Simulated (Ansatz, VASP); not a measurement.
# Ca in VASP and in Ansatz

```
Ca
1.0
     0.00000    2.79420    2.79420
     2.79420    0.00000    2.79420
     2.79420    2.79420    0.00000
Ca
1
Direct
  0.00000 0.00000 0.00000
```

Alike in both runs: task single point; functional PBEsol; k mesh 6 × 6 × 6; occupations gaussian, width 0.1 eV; no spin polarisation.

|  | VASP | Ansatz |
| --- | --- | --- |
| version | VASP 6.6.1 | Ansatz 0.2.0 |
| potentials or method | VASP PAW PBE potentials, release 64 (Ca_sv), cutoff 520 eV | scalar-relativistic, plane waves, PAW |
| valence electrons in the cell | 10 | 10 |

|  | VASP | Ansatz | Ansatz less VASP |
| --- | --- | --- | --- |
| gap on the k mesh at the Fermi level (eV) | none | none | - |
| pressure (GPa) | -1.2 | -1.2 | +0.01 |

VASP's potentials were made for PBE, not for PBEsol. A gap of «none» marks a metal or a gap that the smearing closes.
